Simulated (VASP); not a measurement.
# CO2 (Pa-3) in VASP: a series of runs

CO2 is run at these levels: PBE; tasks: single point.

Program: VASP 6.6.1. These are calculated values, not measurements. Logs are shortened: lines on timing, memory, paths and dates and some standing lists are left out, and cuts for length are marked.

### Step 1. The cell of the first run

Symmetry: Pa-3, No. 205, cubic system. The conventional cell has a = 6.037 Å, b = 6.037 Å, c = 6.037 Å, α = 90.00°, β = 90.00°, γ = 90.00°. C (site symmetry -3) has 2 O at 1.17 Å within 1.6 Å. O (site symmetry 3) has 1 C at 1.17 Å within 1.6 Å.

### Step 2. Single point, PBE

Input file INCAR:

```
  PREC = Accurate
  ENCUT = 520
  EDIFF = 1E-6
  ISMEAR = 0
  SIGMA = 0.02
  LREAL = F
  LASPH = T
  NELM = 60
  ALGO = Normal
  ISIF = 2
  LWAVE = F
  LCHARG = F
  GGA = PE
  NBANDS = 44
```

Input file KPOINTS:

```
Automatic mesh
0
Gamma
  4 4 4
```

Input file POSCAR:

```
CO2
1.0
    6.0374685813      0.0000000000      0.0000000000
    0.0000000000      6.0374685813      0.0000000000
    0.0000000000      0.0000000000      6.0374685813
C O
4 8
Direct
    0.0000000000      0.0000000000      0.0000000000
    0.5000000000      0.0000000000      0.5000000000
    0.5000000000      0.5000000000      0.0000000000
    0.0000000000      0.5000000000      0.5000000000
    0.1118537011      0.1118537011      0.1118537011
    0.3881462989      0.8881462989      0.6118537011
    0.6118537011      0.3881462989      0.8881462989
    0.8881462989      0.6118537011      0.3881462989
    0.8881462989      0.8881462989      0.8881462989
    0.6118537011      0.1118537011      0.3881462989
    0.3881462989      0.6118537011      0.1118537011
    0.1118537011      0.3881462989      0.6118537011
```

Potentials or basis: VASP PAW PBE potentials, release 64 (C, O).

On the command line:

```
> cat potpaw_PBE.64/C/POTCAR potpaw_PBE.64/O/POTCAR > POTCAR
> mpirun -np 1 vasp_std > vasp.out
```

OUTCAR:

```text
PREC = Accurate
   ENCUT = 520
   EDIFF = 1E-6
   ISMEAR = 0
   LREAL = F
   LASPH = T
   NELM = 60
   ISIF = 2
   GGA = PE

 ion  position               nearest neighbor table
   1  0.000  0.000  0.000-   5 1.17   9 1.17
   2  0.500  0.000  0.500-   6 1.17  10 1.17
   3  0.500  0.500  0.000-   7 1.17  11 1.17
   4  0.000  0.500  0.500-   8 1.17  12 1.17
   5  0.112  0.112  0.112-   1 1.17
   6  0.388  0.888  0.612-   2 1.17
   7  0.612  0.388  0.888-   3 1.17
   8  0.888  0.612  0.388-   4 1.17
   9  0.888  0.888  0.888-   1 1.17
  10  0.612  0.112  0.388-   2 1.17
  11  0.388  0.612  0.112-   3 1.17
  12  0.112  0.388  0.612-   4 1.17

  LATTYP: Found a simple cubic cell.
 ALAT       =     6.0374685813

  Lattice vectors:

 A1 = (   6.0374685813,   0.0000000000,   0.0000000000)
 A2 = (   0.0000000000,   6.0374685813,   0.0000000000)
 A3 = (   0.0000000000,   0.0000000000,   6.0374685813)

Analysis of symmetry for initial positions (statically):
=====================================================================
 Subroutine PRICEL returns:
 Original cell was already a primitive cell.

 Routine SETGRP: Setting up the symmetry group for a
 simple cubic supercell.

 Subroutine GETGRP returns: Found 24 space group operations
 (whereof  6 operations were pure point group operations)
 out of a pool of 48 trial point group operations.

The static configuration has the point symmetry S_6 .
 The point group associated with its full space group is T_h .

Analysis of symmetry for dynamics (positions and initial velocities):
=====================================================================
 Subroutine PRICEL returns:
 Original cell was already a primitive cell.

 Routine SETGRP: Setting up the symmetry group for a
 simple cubic supercell.

 Subroutine GETGRP returns: Found 24 space group operations
 (whereof  6 operations were pure point group operations)
 out of a pool of 48 trial point group operations.

The dynamic configuration has the point symmetry S_6 .
 The point group associated with its full space group is T_h .

 Subroutine INISYM returns: Found 24 space group operations
 (whereof  6 operations are pure point group operations),
 and found     1 'primitive' translations

----------------------------------------------------------------------------------------

                                     Primitive cell

  volume of cell :     220.0719

  direct lattice vectors                    reciprocal lattice vectors
     6.037468581  0.000000000  0.000000000     0.165632332  0.000000000  0.000000000
     0.000000000  6.037468581  0.000000000     0.000000000  0.165632332  0.000000000
     0.000000000  0.000000000  6.037468581     0.000000000  0.000000000  0.165632332

  length of vectors
     6.037468581  6.037468581  6.037468581     0.165632332  0.165632332  0.165632332

  position of ions in fractional coordinates (direct lattice)
     0.000000000  0.000000000  0.000000000
     0.500000000  0.000000000  0.500000000
     0.500000000  0.500000000  0.000000000
     0.000000000  0.500000000  0.500000000
     0.111853701  0.111853701  0.111853701
     0.388146299  0.888146299  0.611853701
     0.611853701  0.388146299  0.888146299
     0.888146299  0.611853701  0.388146299
     0.888146299  0.888146299  0.888146299
     0.611853701  0.111853701  0.388146299
     0.388146299  0.611853701  0.111853701
     0.111853701  0.388146299  0.611853701

  ion indices of the primitive-cell ions
   primitive index   ion index
                 1           1
                 2           2
                 3           3
                 4           4
                 5           5
                 6           6
                 7           7
                 8           8
                 9           9
                10          10
                11          11
                12          12

----------------------------------------------------------------------------------------

 KPOINTS: Automatic mesh

Automatic generation of k-mesh.
 Grid dimensions read from file:
 generate k-points for:    4    4    4

 Generating k-lattice:

  Cartesian coordinates                     Fractional coordinates (reciprocal lattice)
     0.041408083  0.000000000  0.000000000     0.250000000  0.000000000  0.000000000
     0.000000000  0.041408083  0.000000000     0.000000000  0.250000000  0.000000000
     0.000000000  0.000000000  0.041408083     0.000000000  0.000000000  0.250000000

  Length of vectors
     0.041408083  0.041408083  0.041408083

  Shift w.r.t. Gamma in fractional coordinates (k-lattice)
     0.000000000  0.000000000  0.000000000

 Subroutine IBZKPT returns following result:
 ===========================================

 Found     11 irreducible k-points:

 Following reciprocal coordinates:
            Coordinates               Weight
  0.000000  0.000000  0.000000      1.000000
  0.250000  0.000000  0.000000      6.000000
  0.500000  0.000000  0.000000      3.000000
  0.250000  0.250000  0.000000     12.000000
  0.500000  0.250000  0.000000      6.000000
 -0.250000  0.500000  0.000000      6.000000
  0.500000  0.500000  0.000000      3.000000
  0.250000  0.250000  0.250000      8.000000
  0.500000  0.250000  0.250000     12.000000
  0.500000  0.500000  0.250000      6.000000
  0.500000  0.500000  0.500000      1.000000
   k-points           NKPTS =     11   k-points in BZ     NKDIM =     11   number of bands    NBANDS=     44
   number of dos      NEDOS =    301   number of ions     NIONS =     12
   total plane-waves  NPLWV = 110592
   dimension x,y,z NGX =    48 NGY =   48 NGZ =   48
   dimension x,y,z NGXF=    96 NGYF=   96 NGZF=   96
   ions per type =               4   8
   NGX,Y,Z   is equivalent  to a cutoff of  13.22, 13.22, 13.22 a.u.
   NGXF,Y,Z  is equivalent  to a cutoff of  26.43, 26.43, 26.43 a.u.
 SYSTEM =  unknown system
   PREC   = accura    normal or accurate (medium, high low for compatibility)
   ISTART =      0    job   : 0-new  1-cont  2-samecut
   ICHARG =      2    charge: 1-file 2-atom 10-const
   ISPIN  =      1    spin polarized calculation?
   LNONCOLLINEAR =      F non collinear calculations
   LSORBIT =      F    spin-orbit coupling
   LASPH  =      T    aspherical Exc in radial PAW
   ENCUT  =  520.0 eV  38.22 Ry    6.18 a.u.  11.23 11.23 11.23*2*pi/ulx,y,z
   NELM   =     60;   NELMIN=  2; NELMDL= -5     # of ELM steps
   EDIFF  = 0.1E-05   stopping-criterion for ELM
   LREAL  =      F    real-space projection
   EDIFFG = 0.1E-04   stopping-criterion for IOM
   NSW    =      0    number of steps for IOM
   IBRION =     -1    ionic relax: 0-MD 1-quasi-New 2-CG
   NFREE  =      0    steps in history (QN), initial steepest desc. (CG)
   ISIF   =      2    stress and relaxation
   ISYM   =      2    0-nonsym 1-usesym 2-fastsym
   POTIM  = 0.5000    time-step for ionic-motion
   TEBEG  =    0.0;   TEEND  =   0.0 temperature during run
   PSTRESS=    0.0 pullay stress
   NELECT =      64.0000    total number of electrons
   NUPDOWN=      -1.0000    fix difference up-down
   EMIN   =  10.00;   EMAX   =-10.00  energy-range for DOS
   EFERMI =   0.00;   METHOD = LEGACY
   ISMEAR =     0;   SIGMA  =   0.02  broadening in eV -4-tet -1-fermi 0-gaus
   EFERMI_NEDOS =   21; number of points for ismear=-14 and -15
   IALGO  =     38    algorithm
   IMIX   =      4    mixing-type and parameters
     AMIX     =   0.40;   BMIX     =  1.00
     AMIX_MAG =   1.60;   BMIX_MAG =  1.00
  volume/ion in A,a.u.               =      18.34       123.76
  Fermi-wavevector in a.u.,A,eV,Ry     =   1.084626  2.049646 16.006073  1.176413
  Thomas-Fermi vector in A             =   2.220720
   LORBIT       =      0    0 simple, 1 ext, 2 COOP (PROOUT), +10 PAW based schemes
   GGA     = PE    functional components
   LHFCALC =     F    Hartree Fock is set to
   AEXX    =    0.0000 exact exchange contribution
   IVDW    =     0    specifies the selected vdW correction
   LEPSILON=     F    determine dielectric tensor
   LRPA    =     F    only Hartree local field effects (RPA)
 non-spin polarized calculation
 Gauss-broadening in eV      SIGMA  =   0.02
  energy-cutoff  :      520.00
  volume of cell :      220.07
 maximum number of plane-waves:      6031
 NGX is ok and might be reduce to    48
   NGX = 23   NGY = 23   NGZ = 23

 number of electron      64.0000006 magnetization

 Free energy of the ion-electron system (eV)
  ---------------------------------------------------
  ext. energy  EPLUGINS =         0.00000000
  ---------------------------------------------------
  free energy    TOTEN  =       -92.26717939 eV

  energy without entropy =      -92.26717939  energy(sigma->0) =      -92.26717939

 E-fermi :  -4.6864     XC(G=0):  -6.9160

 val. band max:       -4.7844497042   @ k =   0.0000   0.0000   0.0000
 cond. band min:       1.8407113364   @ k =   0.0000   0.0000   0.0000
 fundamental gap:      6.6251610406
 Fermi energy:        -4.6864049802

 k-point     1 :       0.0000    0.0000    0.0000
  band No.  band energies     occupation
      1     -25.1577      2.00000
      2     -25.0684      2.00000
      3     -25.0684      2.00000
      4     -25.0684      2.00000
      5     -24.0978      2.00000
      6     -24.0978      2.00000
[... 36 lines left out ...]
     43       5.4910      0.00000
     44       5.4910      0.00000

 k-point     2 :       0.2500    0.0000    0.0000
  band No.  band energies     occupation
      1     -25.1447      2.00000
      2     -25.0817      2.00000
      3     -25.0681      2.00000
      4     -25.0681      2.00000
      5     -24.0974      2.00000
      6     -24.0973      2.00000
[... 36 lines left out ...]
     43       5.7455      0.00000
     44       5.7605      0.00000

 k-point     3 :       0.5000    0.0000    0.0000
  band No.  band energies     occupation
      1     -25.1135      2.00000
      2     -25.1135      2.00000
      3     -25.0680      2.00000
      4     -25.0680      2.00000
      5     -24.0971      2.00000
      6     -24.0971      2.00000
[... 36 lines left out ...]
     43       6.1002      0.00000
     44       6.1002      0.00000

 k-point     4 :       0.2500    0.2500    0.0000
  band No.  band energies     occupation
      1     -25.1337      2.00000
      2     -25.0796      2.00000
      3     -25.0795      2.00000
      4     -25.0700      2.00000
      5     -24.0969      2.00000
      6     -24.0949      2.00000
[... 271 lines left out ...]
     43       5.1772      0.00000
     44       5.1772      0.00000

 k-point    10 :       0.5000    0.5000    0.2500
  band No.  band energies     occupation
      1     -25.0905      2.00000
      2     -25.0905      2.00000
      3     -25.0905      2.00000
      4     -25.0905      2.00000
      5     -24.0926      2.00000
      6     -24.0926      2.00000
[... 36 lines left out ...]
     43       4.4040      0.00000
     44       4.4040      0.00000

 k-point    11 :       0.5000    0.5000    0.5000
  band No.  band energies     occupation
      1     -25.0902      2.00000
      2     -25.0902      2.00000
      3     -25.0902      2.00000
      4     -25.0902      2.00000
      5     -24.0928      2.00000
      6     -24.0928      2.00000
[... 36 lines left out ...]
     43       4.4447      0.00000
     44       4.4447      0.00000

------------------------ aborting loop because EDIFF is reached ----------------------------------------

  FORCE on cell =-STRESS in cart. coord.  units (eV):
  Direction    XX          YY          ZZ          XY          YZ          ZX
  --------------------------------------------------------------------------------------
  -------------------------------------------------------------------------------------
  Total        1.7188611      1.7188611      1.7188611     -0.0000000      0.0000000      0.0000000
  in kB       12.5137281     12.5137281     12.5137281     -0.0000000      0.0000000      0.0000000
  external PRESSURE =      12.5137281 kB  Pullay stress =       0.0000000 kB

 VOLUME and BASIS-vectors are now :
 -----------------------------------------------------------------------------
  energy-cutoff  :      520.00
  volume of cell :      220.07
      direct lattice vectors                 reciprocal lattice vectors
     6.037468581  0.000000000  0.000000000     0.165632332  0.000000000  0.000000000
     0.000000000  6.037468581  0.000000000     0.000000000  0.165632332  0.000000000
     0.000000000  0.000000000  6.037468581     0.000000000  0.000000000  0.165632332

 POSITION                                       TOTAL-FORCE (eV/Angst)
 -----------------------------------------------------------------------------------
      0.00000      0.00000      0.00000        -0.000000      0.000000      0.000000
      3.01873      0.00000      3.01873        -0.000000      0.000000      0.000000
      3.01873      3.01873      0.00000        -0.000000      0.000000      0.000000
      0.00000      3.01873      3.01873        -0.000000      0.000000      0.000000
      0.67531      0.67531      0.67531         0.368461      0.368461      0.368461
      2.34342      5.36216      3.69405        -0.368461     -0.368461      0.368461
      3.69405      2.34342      5.36216         0.368461     -0.368461     -0.368461
      5.36216      3.69405      2.34342        -0.368461      0.368461     -0.368461
      5.36216      5.36216      5.36216        -0.368461     -0.368461     -0.368461
      3.69405      0.67531      2.34342         0.368461      0.368461     -0.368461
      2.34342      3.69405      0.67531        -0.368461      0.368461      0.368461
      0.67531      2.34342      3.69405         0.368461     -0.368461      0.368461
 -----------------------------------------------------------------------------------
    total drift:                                0.000000     -0.000000      0.000000

  FREE ENERGIE OF THE ION-ELECTRON SYSTEM (eV)
  ---------------------------------------------------
  free  energy   TOTEN  =       -92.2671793914 eV

  energy  without entropy=      -92.2671793914  energy(sigma->0) =      -92.26717939
```

Run time: 76 s. Hardware: 1 thread of Intel Xeon Platinum 8488C (Sapphire Rapids), shared host; peak memory 0.33 GiB.

Results:

- Free energy: -92.2672 eV
- Pressure: 1.3 GPa
- Largest force: 0.638 eV/Å
- Band gap on the k mesh: 6.63 eV, direct

Forces in eV/Å, atoms in the order of the input:
```
C    0.000  0.000  0.000
C    0.000  0.000  0.000
C    0.000  0.000  0.000
C    0.000  0.000  0.000
O    0.368  0.368  0.368
O   -0.368 -0.368  0.368
O    0.368 -0.368 -0.368
O   -0.368  0.368 -0.368
O   -0.368 -0.368 -0.368
O    0.368  0.368 -0.368
O   -0.368  0.368  0.368
O    0.368 -0.368  0.368
```

A k mesh can miss the band edges. As with any semilocal functional, this PBE gap is likely too small.

### Step 3. Single point, PBE

Input file INCAR:

```
SYSTEM = CO2
  PREC = Accurate
  ENCUT = 520
  EDIFF = 1E-6
  ISMEAR = 0
  SIGMA = 0.02
  LREAL = .False.
  LASPH = .True.
  NELM = 100
  ALGO = Normal
  ISIF = 2
  LWAVE = .False.
  LCHARG = .True.
  GGA = PE
  LELF = .True.
  LVHAR = .True.
  NBANDS = 44
```

Input file KPOINTS:

```
Automatic mesh
0
Gamma
  4 4 4
  0 0 0
```

POSCAR is that of step 2.

Potentials or basis: VASP PAW PBE potentials, release 64 (C, O).

On the command line:

```
> cat potpaw_PBE.64/C/POTCAR potpaw_PBE.64/O/POTCAR > POTCAR
> mpirun -np 1 vasp_std > vasp.out
```

OUTCAR:

```text
SYSTEM = CO2
   PREC = Accurate
   ENCUT = 520
   EDIFF = 1E-6
   ISMEAR = 0
   LREAL = .False.
   LASPH = .True.
   NELM = 100
   ISIF = 2
   GGA = PE

 ion  position               nearest neighbor table
   1  0.000  0.000  0.000-   5 1.17   9 1.17
   2  0.500  0.000  0.500-   6 1.17  10 1.17
   3  0.500  0.500  0.000-   7 1.17  11 1.17
   4  0.000  0.500  0.500-   8 1.17  12 1.17
   5  0.112  0.112  0.112-   1 1.17
   6  0.388  0.888  0.612-   2 1.17
   7  0.612  0.388  0.888-   3 1.17
   8  0.888  0.612  0.388-   4 1.17
   9  0.888  0.888  0.888-   1 1.17
  10  0.612  0.112  0.388-   2 1.17
  11  0.388  0.612  0.112-   3 1.17
  12  0.112  0.388  0.612-   4 1.17

  LATTYP: Found a simple cubic cell.
 ALAT       =     6.0374685813

  Lattice vectors:

 A1 = (   6.0374685813,   0.0000000000,   0.0000000000)
[... 194 lines left out ...]
  band No.  band energies     occupation
      1     -25.1577      2.00000
      2     -25.0684      2.00000
      3     -25.0684      2.00000
      4     -25.0684      2.00000
      5     -24.0978      2.00000
      6     -24.0978      2.00000
[... 506 lines left out ...]
     43       4.4447      0.00000
     44       4.4447      0.00000

------------------------ aborting loop because EDIFF is reached ----------------------------------------

  FORCE on cell =-STRESS in cart. coord.  units (eV):
  Direction    XX          YY          ZZ          XY          YZ          ZX
  --------------------------------------------------------------------------------------
  -------------------------------------------------------------------------------------
  Total        1.7188611      1.7188611      1.7188611     -0.0000000      0.0000000      0.0000000
  in kB       12.5137281     12.5137281     12.5137281     -0.0000000      0.0000000      0.0000000
  external PRESSURE =      12.5137281 kB  Pullay stress =       0.0000000 kB

 VOLUME and BASIS-vectors are now :
 -----------------------------------------------------------------------------
  energy-cutoff  :      520.00
  volume of cell :      220.07
      direct lattice vectors                 reciprocal lattice vectors
     6.037468581  0.000000000  0.000000000     0.165632332  0.000000000  0.000000000
     0.000000000  6.037468581  0.000000000     0.000000000  0.165632332  0.000000000
     0.000000000  0.000000000  6.037468581     0.000000000  0.000000000  0.165632332

 POSITION                                       TOTAL-FORCE (eV/Angst)
 -----------------------------------------------------------------------------------
      0.00000      0.00000      0.00000        -0.000000      0.000000      0.000000
      3.01873      0.00000      3.01873        -0.000000      0.000000      0.000000
      3.01873      3.01873      0.00000        -0.000000      0.000000      0.000000
      0.00000      3.01873      3.01873        -0.000000      0.000000      0.000000
      0.67531      0.67531      0.67531         0.368461      0.368461      0.368461
      2.34342      5.36216      3.69405        -0.368461     -0.368461      0.368461
      3.69405      2.34342      5.36216         0.368461     -0.368461     -0.368461
      5.36216      3.69405      2.34342        -0.368461      0.368461     -0.368461
      5.36216      5.36216      5.36216        -0.368461     -0.368461     -0.368461
      3.69405      0.67531      2.34342         0.368461      0.368461     -0.368461
      2.34342      3.69405      0.67531        -0.368461      0.368461      0.368461
      0.67531      2.34342      3.69405         0.368461     -0.368461      0.368461
 -----------------------------------------------------------------------------------
    total drift:                                0.000000     -0.000000      0.000000

  FREE ENERGIE OF THE ION-ELECTRON SYSTEM (eV)
  ---------------------------------------------------
  free  energy   TOTEN  =       -92.2671793914 eV

  energy  without entropy=      -92.2671793914  energy(sigma->0) =      -92.26717939
```

It took 80 s on 1 thread of Intel Xeon Platinum 8488C (Sapphire Rapids), shared host; peak memory 0.33 GiB.

What came out:

- Free energy: -92.2672 eV
- Pressure: 1.3 GPa
- Largest force: 0.638 eV/Å
- Band gap on the k mesh: 6.63 eV, direct

Forces in eV/Å, atoms in the order of the input:
```
C    0.000  0.000  0.000
C    0.000  0.000  0.000
C    0.000  0.000  0.000
C    0.000  0.000  0.000
O    0.368  0.368  0.368
O   -0.368 -0.368  0.368
O    0.368 -0.368 -0.368
O   -0.368  0.368 -0.368
O   -0.368 -0.368 -0.368
O    0.368  0.368 -0.368
O   -0.368  0.368  0.368
O    0.368 -0.368  0.368
```

Levels at points of the mesh, in eV from the valence-band top:
```tsv
k point	band 29	band 30	band 31	band 32	band 33	band 34	band 35	band 36
(0.00, 0.00, 0.00)	-0.11	-0.11	0.00	0.00	6.63	8.20	8.20	8.20
(0.50, 0.00, 0.00)	-0.17	-0.17	-0.05	-0.05	7.92	7.92	8.14	8.14
(0.50, 0.50, 0.00)	-0.16	-0.16	-0.16	-0.16	8.11	8.11	8.11	8.11
(0.50, 0.50, 0.50)	-0.18	-0.18	-0.18	-0.18	8.17	8.17	8.17	8.17
```
